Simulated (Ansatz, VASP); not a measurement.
## AlN: VASP beside Ansatz

The input POSCAR:

```
AlN
1.0
    3.1130000000      0.0000000000      0.0000000000
   -1.5565000000      2.6959370820      0.0000000000
    0.0000000000      0.0000000000      4.9810000000
Al N
2 2
Direct
    0.6666666667      0.3333333333      0.5000000000
    0.3333333333      0.6666666667      0.0000000000
    0.6666666667      0.3333333333      0.8800000000
    0.3333333333      0.6666666667      0.3800000000
```

The input INCAR.step1:

```
SYSTEM = AlN
PREC     = Accurate       ! precision mode
ENCUT    = 520            ! plane-wave cutoff, eV
EDIFF    = 1E-5           ! SCF threshold, eV
ISMEAR   = -1             ! smearing method
SIGMA    = 0.05           ! smearing width, eV
LREAL    = .False.        ! projectors in reciprocal space
LASPH    = .True.         ! aspherical terms in the spheres
NELM     = 60             ! most SCF steps
ALGO     = Normal         ! electronic algorithm
ISIF     = 2              ! what is computed and relaxed
LWAVE    = .True.         ! write WAVECAR
LCHARG   = .False.        ! write CHGCAR
GGA      = PE             ! functional
NBANDS   = 16             ! bands
```

File INCAR.step2:

```
SYSTEM = AlN
PREC     = Accurate       ! precision mode
ENCUT    = 520            ! plane-wave cutoff, eV
EDIFF    = 1E-6           ! SCF threshold, eV
ISMEAR   = -1             ! smearing method
SIGMA    = 0.05           ! smearing width, eV
LREAL    = .False.        ! projectors in reciprocal space
LASPH    = .True.         ! aspherical terms in the spheres
NELM     = 60             ! most SCF steps
ALGO     = Normal         ! electronic algorithm
ISIF     = 2              ! what is computed and relaxed
LWAVE    = .False.        ! write WAVECAR
LCHARG   = .False.        ! write CHGCAR
GGA      = PE             ! functional
LHFCALC  = .True.         ! exact exchange
AEXX     = 0.5            ! exact-exchange fraction
HFSCREEN = 0.2078699      ! screening, 1/A
PRECFOCK = Normal       
ISTART   = 1            
NBANDS   = 16             ! bands
```

File KPOINTS:

```
regular mesh
0
Gamma
  6 6 3
  0 0 0
```

input.yaml

```yaml
crystal:
  lattice:
    - [3.113, 0.0, 0.0]
    - [-1.5565, 2.695937082, 0.0]
    - [0.0, 0.0, 4.981]
  atoms:
    - { symbol: Al, position: [0.6666666667, 0.3333333333, 0.5] }
    - { symbol: Al, position: [0.3333333333, 0.6666666667, 0.0] }
    - { symbol: "N", position: [0.6666666667, 0.3333333333, 0.88] }
    - { symbol: "N", position: [0.3333333333, 0.6666666667, 0.38] }
hamiltonian:
  xc:
    exchange: pbe
    correlation: pbe
    exx: { coeff: 0.5, omega: 0.2078699 }
  pseudopotentials: { kind: paw }
kpoints:
  mp_grid: { grid: [6, 6, 3] }
scf:
  occupations: { method: fermi_dirac, width: 0.05 }
output:
  forces: true
  stress: true
  eigenvalues: true
  write_density: true
  write_potential: true
  elf: true
  volumetric_format: npy
```

Alike in both runs: task single point; functional PBE-based screened hybrid; k mesh 6 × 6 × 3; occupations fermi-dirac, width 0.05 eV; no spin polarisation.

|  | VASP | Ansatz |
| --- | --- | --- |
| version | VASP 6.6.1 | Ansatz 0.2.0 |
| potentials or method | VASP PAW PBE potentials, release 64 (Al, N) | Ansatz PAW |
| plane-wave cutoff (eV) | 520 | 420 |
| valence electrons in the cell | 16 | 16 |

Ansatz gave:

- gap on the k mesh at the Fermi level (eV): 7.02
- least direct gap on the mesh (eV): 7.02
- pressure (GPa): -6.5
- traceless stress, the component that is largest in VASP (GPa): 0.93
- rms of the force components (eV/Å): 0.075

Question: Which values does VASP return?

Answer: gap on the k mesh at the Fermi level (eV): 6.98; least direct gap on the mesh (eV): 6.98; pressure (GPa): -6.8; traceless stress, the component that is largest in VASP (GPa): 1.11; rms of the force components (eV/Å): 0.070.

VASP's potentials were made for PBE, not for PBE-based screened hybrid. Atom by atom the forces differ by 0.004 eV/Å (rms over components).

The k mesh is coarse, so the values compare programs but aren't converged. Noted on Ansatz's run: odd divisions of the mesh miss points on the zone boundary, where band edges often lie, so the gap on the mesh can be too wide.
